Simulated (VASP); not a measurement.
# SnO2 (Pnnm) in VASP: a series of runs, part 2 of 2

VASP 6.6.1. The steps go on from the part before.

## Step 3: Single point, PBEsol

INCAR

```
ALGO = Normal ; EDIFF = 1E-7
ENCUT = 520 ; GGA = PS
ISIF = 2 ; ISMEAR = 0
LASPH = True ; LCHARG = True
LELF = True ; LREAL = False
LVHAR = True ; LWAVE = False
NBANDS = 35 ; NELM = 80
PREC = Accurate ; SIGMA = 0.05
```

KPOINTS

```
k-points
0
Gamma
  6 6 8
```

POSCAR

```
SnO2
1.0
    4.8083047542      0.0000000000      0.0000000000
    0.0000000000      4.8083047542      0.0000000000
    0.0000000000      0.0000000000      3.2380235508
Sn O
2 4
Direct
    0.0000000000      0.0000000000      0.0000000000
    0.5000000000      0.5000000000      0.5000000000
    0.2471788033      0.3654173315      0.0000000000
    0.2528211967      0.8654173315      0.5000000000
    0.7528211967      0.6345826685      0.0000000000
    0.7471788033      0.1345826685      0.5000000000
```

Potentials or basis: VASP PAW PBE potentials, release 64 (Sn_d, O).

Started as:

```console
$ cat potpaw_PBE.64/Sn_d/POTCAR potpaw_PBE.64/O/POTCAR > POTCAR
$ mpirun -np 1 vasp_std > vasp.out
```

OUTCAR:

```text
EDIFF = 1E-7
   ENCUT = 520
   GGA = PS
   ISIF = 2
   ISMEAR = 0
   LASPH = True
   LREAL = False
   NELM = 80
   PREC = Accurate

 ion  position               nearest neighbor table
   1  0.000  0.000  0.000-   3 2.12   5 2.12   4 2.13   6 2.13   4 2.13   6 2.13
   2  0.500  0.500  0.500-   4 2.12   6 2.12   5 2.13   3 2.13   3 2.13   5 2.13
   3  0.247  0.365  0.000-   1 2.12   2 2.13   2 2.13
   4  0.253  0.865  0.500-   2 2.12   1 2.13   1 2.13
   5  0.753  0.635  0.000-   1 2.12   2 2.13   2 2.13
   6  0.747  0.135  0.500-   2 2.12   1 2.13   1 2.13

  LATTYP: Found a simple tetragonal cell.
 ALAT       =     4.8083047542
 C/A-ratio  =     0.6734231120

  Lattice vectors:

 A1 = (   4.8083047542,   0.0000000000,   0.0000000000)
 A2 = (   0.0000000000,   4.8083047542,   0.0000000000)
 A3 = (   0.0000000000,   0.0000000000,   3.2380235508)

Analysis of symmetry for initial positions (statically):
=====================================================================
 Subroutine PRICEL returns:
 Original cell was already a primitive cell.

 Routine SETGRP: Setting up the symmetry group for a
 simple tetragonal supercell.

 Subroutine GETGRP returns: Found  8 space group operations
 (whereof  4 operations were pure point group operations)
 out of a pool of 16 trial point group operations.

The static configuration has the point symmetry C_2h.
 The point group associated with its full space group is D_2h.

Analysis of symmetry for dynamics (positions and initial velocities):
=====================================================================
 Subroutine PRICEL returns:
 Original cell was already a primitive cell.

 Routine SETGRP: Setting up the symmetry group for a
 simple tetragonal supercell.

 Subroutine GETGRP returns: Found  8 space group operations
 (whereof  4 operations were pure point group operations)
 out of a pool of 16 trial point group operations.

The dynamic configuration has the point symmetry C_2h.
 The point group associated with its full space group is D_2h.

 Subroutine INISYM returns: Found  8 space group operations
 (whereof  4 operations are pure point group operations),
 and found     1 'primitive' translations

----------------------------------------------------------------------------------------

                                     Primitive cell

  volume of cell :      74.8624

  direct lattice vectors                    reciprocal lattice vectors
     4.808304754  0.000000000  0.000000000     0.207973506  0.000000000  0.000000000
     0.000000000  4.808304754  0.000000000     0.000000000  0.207973506  0.000000000
     0.000000000  0.000000000  3.238023551     0.000000000  0.000000000  0.308830367

  length of vectors
     4.808304754  4.808304754  3.238023551     0.207973506  0.207973506  0.308830367

  position of ions in fractional coordinates (direct lattice)
     0.000000000  0.000000000  0.000000000
     0.500000000  0.500000000  0.500000000
     0.247178803  0.365417331  0.000000000
     0.252821197  0.865417331  0.500000000
     0.752821197  0.634582669  0.000000000
     0.747178803  0.134582669  0.500000000

  ion indices of the primitive-cell ions
[... 25 lines left out ...]

  Shift w.r.t. Gamma in fractional coordinates (k-lattice)
     0.000000000  0.000000000  0.000000000

 Subroutine IBZKPT returns following result:
 ===========================================

 Found     80 irreducible k-points:

 Following reciprocal coordinates:
            Coordinates               Weight
  0.000000  0.000000  0.000000      1.000000
  0.166667  0.000000  0.000000      2.000000
  0.000000  0.166667  0.000000      2.000000
  0.333333  0.000000  0.000000      2.000000
  0.000000  0.333333  0.000000      2.000000
  0.500000  0.000000  0.000000      1.000000
[... 16 lines left out ...]
  0.000000  0.500000  0.125000      2.000000
  0.166667  0.166667  0.125000      8.000000
 [... further k-points ...]
   k-points           NKPTS =     80   k-points in BZ     NKDIM =     80   number of bands    NBANDS=     35
   number of dos      NEDOS =    301   number of ions     NIONS =      6
   total plane-waves  NPLWV =  31104
   dimension x,y,z NGX =    36 NGY =   36 NGZ =   24
   dimension x,y,z NGXF=    72 NGYF=   72 NGZF=   48
   ions per type =               2   4
   NGX,Y,Z   is equivalent  to a cutoff of  12.45, 12.45, 12.32 a.u.
   NGXF,Y,Z  is equivalent  to a cutoff of  24.89, 24.89, 24.64 a.u.
 SYSTEM =  unknown system
   PREC   = accura    normal or accurate (medium, high low for compatibility)
   ISTART =      0    job   : 0-new  1-cont  2-samecut
   ICHARG =      2    charge: 1-file 2-atom 10-const
   ISPIN  =      1    spin polarized calculation?
   LNONCOLLINEAR =      F non collinear calculations
   LSORBIT =      F    spin-orbit coupling
   LASPH  =      T    aspherical Exc in radial PAW
   ENCUT  =  520.0 eV  38.22 Ry    6.18 a.u.   8.94  8.94  6.02*2*pi/ulx,y,z
   NELM   =     80;   NELMIN=  2; NELMDL= -5     # of ELM steps
   EDIFF  = 0.1E-06   stopping-criterion for ELM
   LREAL  =      F    real-space projection
   EDIFFG = 0.1E-05   stopping-criterion for IOM
   NSW    =      0    number of steps for IOM
   IBRION =     -1    ionic relax: 0-MD 1-quasi-New 2-CG
   NFREE  =      0    steps in history (QN), initial steepest desc. (CG)
   ISIF   =      2    stress and relaxation
   ISYM   =      2    0-nonsym 1-usesym 2-fastsym
   POTIM  = 0.5000    time-step for ionic-motion
   TEBEG  =    0.0;   TEEND  =   0.0 temperature during run
   PSTRESS=    0.0 pullay stress
   NELECT =      52.0000    total number of electrons
   NUPDOWN=      -1.0000    fix difference up-down
   EMIN   =  10.00;   EMAX   =-10.00  energy-range for DOS
   EFERMI =   0.00;   METHOD = LEGACY
   ISMEAR =     0;   SIGMA  =   0.05  broadening in eV -4-tet -1-fermi 0-gaus
   EFERMI_NEDOS =   21; number of points for ismear=-14 and -15
   IALGO  =     38    algorithm
   IMIX   =      4    mixing-type and parameters
     AMIX     =   0.40;   BMIX     =  1.00
     AMIX_MAG =   1.60;   BMIX_MAG =  1.00
  volume/ion in A,a.u.               =      12.48        84.20
  Fermi-wavevector in a.u.,A,eV,Ry     =   1.449844  2.739808 28.600096  2.102048
  Thomas-Fermi vector in A             =   2.567524
   LORBIT       =      0    0 simple, 1 ext, 2 COOP (PROOUT), +10 PAW based schemes
   GGA     = PS    functional components
   LHFCALC =     F    Hartree Fock is set to
   AEXX    =    0.0000 exact exchange contribution
   IVDW    =     0    specifies the selected vdW correction
   LEPSILON=     F    determine dielectric tensor
   LRPA    =     F    only Hartree local field effects (RPA)
 non-spin polarized calculation
 Gauss-broadening in eV      SIGMA  =   0.05
  energy-cutoff  :      520.00
  volume of cell :       74.86
 maximum number of plane-waves:      2052
   NGX = 17   NGY = 17   NGZ = 13

 number of electron      52.0000019 magnetization

 Free energy of the ion-electron system (eV)
  ---------------------------------------------------
  ext. energy  EPLUGINS =         0.00000000
  ---------------------------------------------------
  free energy    TOTEN  =       -39.19969008 eV

  energy without entropy =      -39.19969008  energy(sigma->0) =      -39.19969008

 E-fermi :   5.5861     XC(G=0): -11.3661

 val. band max:        5.3266662371   @ k =   0.3333   0.0000   0.0000
 cond. band min:       6.2700962682   @ k =   0.0000   0.0000   0.0000
 fundamental gap:      0.9434300311
 Fermi energy:         5.5860717025

 k-point     1 :       0.0000    0.0000    0.0000
  band No.  band energies     occupation
      1     -15.3338      2.00000
      2     -14.7370      2.00000
      3     -14.5928      2.00000
      4     -14.5489      2.00000
      5     -14.5354      2.00000
      6     -14.4843      2.00000
[... 901 lines left out ...]
     34      16.6277      0.00000
     35      17.8207      0.00000

 [... further k-points ...]
[... 5 lines left out ...]
  --------------------------------------------------------------------------------------
  -------------------------------------------------------------------------------------
  Total       -4.7502841     -3.4033968     -4.8704236     -0.0000000      0.0000000      0.0000000
  in kB     -101.6637647    -72.8381974   -104.2349443     -0.0000000      0.0000000      0.0000000
  external PRESSURE =     -92.9123021 kB  Pullay stress =       0.0000000 kB

 VOLUME and BASIS-vectors are now :
 -----------------------------------------------------------------------------
  energy-cutoff  :      520.00
  volume of cell :       74.86
      direct lattice vectors                 reciprocal lattice vectors
     4.808304754  0.000000000  0.000000000     0.207973506  0.000000000  0.000000000
     0.000000000  4.808304754  0.000000000     0.000000000  0.207973506  0.000000000
     0.000000000  0.000000000  3.238023551     0.000000000  0.000000000  0.308830367

 POSITION                                       TOTAL-FORCE (eV/Angst)
 -----------------------------------------------------------------------------------
      0.00000      0.00000      0.00000         0.000000      0.000000      0.000000
      2.40415      2.40415      1.61901         0.000000      0.000000      0.000000
      1.18851      1.75704      0.00000         0.862455     -0.253202     -0.000000
      1.21564      4.16119      1.61901        -0.862455     -0.253202      0.000000
      3.61979      3.05127      0.00000        -0.862455      0.253202      0.000000
      3.59266      0.64711      1.61901         0.862455      0.253202     -0.000000
 -----------------------------------------------------------------------------------
    total drift:                                0.000000      0.000000     -0.000000

  FREE ENERGIE OF THE ION-ELECTRON SYSTEM (eV)
  ---------------------------------------------------
  free  energy   TOTEN  =       -39.1996900816 eV

  energy  without entropy=      -39.1996900816  energy(sigma->0) =      -39.19969008
```

stdout:

```text
POSCAR found type information on POSCAR SnO
 POSCAR found :  2 types and       6 ions
 scaLAPACK will be used
 -----------------------------------------------------------------------------
|                                                                             |
|                                                                             |
|     You enforced a specific xc type in the INCAR file but a different       |
|     I HOPE YOU KNOW WHAT YOU ARE DOING!                                     |
|                                                                             |
 -----------------------------------------------------------------------------

 LDA part: xc-table for (Slater+PW92), standard interpolation
 POSCAR, INCAR and KPOINTS ok, starting setup
 FFT: planning ... GRIDC
 FFT: planning ... GRID_SOFT
 FFT: planning ... GRID
 WAVECAR not read
 entering main loop
```

Run time: 2.2 min. Hardware: 1 thread of Intel Xeon Platinum 8259CL at 2.50GHz (Skylake/Cascade Lake), shared host; peak memory 0.29 GiB.

What came out:

| Item | Value |
| --- | --- |
| Free energy | -39.1997 eV |
| Pressure | -9.3 GPa |
| Largest force | 0.899 eV/Å |
| Band gap on the k mesh | 0.94 eV, indirect (least direct gap 1.01 eV) |

Forces on the atoms (eV/Å):
```
Sn   0.000  0.000  0.000
Sn   0.000  0.000  0.000
O    0.862 -0.253  0.000
O   -0.862 -0.253  0.000
O   -0.862  0.253  0.000
O    0.862  0.253  0.000
```

Levels at points of the mesh, in eV from the valence-band top:
```tsv
k point	band 23	band 24	band 25	band 26	band 27	band 28	band 29	band 30
(0.00, 0.00, 0.00)	-0.76	-0.49	-0.33	-0.06	0.94	5.30	6.13	6.41
(0.50, 0.00, 0.00)	-0.93	-0.93	-0.03	-0.03	3.32	3.32	6.06	6.06
(0.00, 0.50, 0.00)	-0.90	-0.90	-0.43	-0.43	3.96	3.96	7.52	7.52
(0.50, 0.50, 0.00)	-1.13	-1.13	-0.33	-0.33	4.27	4.27	6.76	6.76
(0.00, 0.00, 0.50)	-1.45	-1.45	-0.39	-0.39	5.10	5.10	8.82	8.82
(0.50, 0.00, 0.50)	-0.98	-0.98	-0.50	-0.50	5.49	5.49	7.66	7.66
(0.00, 0.50, 0.50)	-0.92	-0.92	-0.18	-0.18	5.14	5.14	6.83	6.83
(0.50, 0.50, 0.50)	-0.88	-0.88	-0.26	-0.26	4.18	4.18	8.57	8.57
```

Caveat: the PAW data sets were made with another functional, which shifts forces and pressure a little; spin-orbit coupling is left out, which moves the levels of the heavy elements.
